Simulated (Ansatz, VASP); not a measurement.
# Two plane-wave programs on HgTe

The input INCAR:

```
PREC = Accurate
ENCUT = 500
EDIFF = 1E-6
ISMEAR = 0
SIGMA = 0.05
LREAL = F
LASPH = T
NELM = 120
ALGO = Normal
ISIF = 2
LWAVE = F
LCHARG = F
GGA = PE
NBANDS = 16
GGA_COMPAT = F
```

Contents of KPOINTS:

```
regular mesh
0
Gamma
  6 6 6
```

Contents of POSCAR:

```
HgTe
1.0
    0.0000000000      3.0690635913      3.0690635913
    3.0690635913      0.0000000000      3.0690635913
    3.0690635913      3.0690635913      0.0000000000
Hg Te
1 1
Direct
    0.0000000000      0.0000000000      0.0000000000
    0.5000000000      0.5000000000      0.5000000000
```

Input for Ansatz:

```yaml
crystal:
  lattice:
    - [0.0, 3.0690635913, 3.0690635913]
    - [3.0690635913, 0.0, 3.0690635913]
    - [3.0690635913, 3.0690635913, 0.0]
  atoms:
    - { symbol: Hg, position: [0.0, 0.0, 0.0] }
    - { symbol: Te, position: [0.5, 0.5, 0.5] }
basis:
  ecutwfc: 420
kpoints:
  mp_grid: { grid: [6, 6, 6] }
hamiltonian:
  xc: pbe
scf:
  occupations: { method: gaussian, width: 0.05 }
output:
  forces: true
  stress: true
  eigenvalues: true
```

Alike in both runs: task single point; functional PBE; k mesh 6 × 6 × 6; occupations gaussian, width 0.05 eV; no spin polarisation.

```csv
,VASP,Ansatz
version,VASP 6.6.1,Ansatz 0.2.0
potentials or method,"VASP PAW PBE potentials, release 64 (Hg, Te), cutoff 500 eV","scalar-relativistic, plane waves, PAW"
valence electrons in the cell,18,36
```

Ansatz gave:

```
gap on the k mesh at the Fermi level (eV) : none
pressure (GPa)                            : -0.1
```

**Question.** Estimate VASP's values.

**Answer.** gap on the k mesh at the Fermi level (eV): none; pressure (GPa): 0.1.

A gap of «none» marks a metal or a gap that the smearing closes. VASP's potentials hold 18 valence electrons a cell and Ansatz's 36, so a difference there can come from the potentials and not from the codes.

Neither program's run includes spin-orbit coupling.
